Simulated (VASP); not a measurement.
## CsSrF3: single point with LDA

The system is CsSrF3.

```
Cs Sr F
1.0
     4.76325    0.00000    0.00000
     0.00000    4.76325    0.00000
     0.00000    0.00000    4.90614
Cs Sr F
1 1 3
Direct
  0.00000 0.00000 0.00000
  0.50000 0.50000 0.50000
  0.00000 0.50000 0.50000
  0.50000 0.00000 0.50000
  0.50000 0.50000 0.00000
```

This cell differs from its parent crystal: strain +0.000 along x and y, +0.030 along z.

```
Program             : VASP 6.6.1
Task                : single point
Functional          : LDA
Potentials or basis : VASP PAW LDA potentials, release 64 (Cs_sv, Sr_sv, F)
Cutoff              : 520 eV
k mesh              : 6 × 6 × 6
Occupations         : gaussian, width 0.05 eV
Spin                : no spin polarisation
```

The pressure is -4.0 GPa. The band gap on the k mesh is 5.89 eV, indirect (least direct gap 5.91 eV).

Stress tensor (GPa, compression positive):
```
-3.36  0.00  0.00
 0.00 -3.36  0.00
 0.00  0.00 -5.18
```

Levels at points of the mesh, in eV from the valence-band top:
| k point | band 16 | band 17 | band 18 | band 19 | band 20 | band 21 | band 22 | band 23 | band 24 | band 25 |
| --- | --- | --- | --- | --- | --- | --- | --- | --- | --- | --- |
| (0.00, 0.00, 0.00) | -0.22 | -0.22 | -0.04 | -0.02 | -0.02 | 5.89 | 7.49 | 7.55 | 8.37 | 8.37 |
| (0.50, 0.00, 0.00) | -0.45 | -0.40 | -0.40 | -0.07 | -0.04 | 7.60 | 8.38 | 8.81 | 9.24 | 9.76 |
| (0.50, 0.50, 0.00) | -0.63 | -0.15 | -0.15 | -0.10 | -0.03 | 7.89 | 8.40 | 8.69 | 8.69 | 10.68 |
| (0.00, 0.00, 0.50) | -0.46 | -0.29 | -0.29 | -0.05 | -0.05 | 7.53 | 8.23 | 8.78 | 9.31 | 9.72 |
| (0.50, 0.00, 0.50) | -0.48 | -0.29 | -0.29 | -0.07 | -0.02 | 7.93 | 8.29 | 8.79 | 8.84 | 10.42 |
| (0.50, 0.50, 0.50) | -0.60 | -0.60 | -0.03 | 0.00 | 0.00 | 8.23 | 8.23 | 8.28 | 10.06 | 10.06 |

Run time: 70 s on 1 thread of AMD EPYC 9R45 (Zen 5), on a shared host, peak memory 0.22 GiB.

Caveat: the cell differs from its parent crystal (strain +0.000 along x and y, +0.030 along z); spin-orbit coupling is left out, which moves the levels of the heavy elements. A k mesh can miss the band edges.
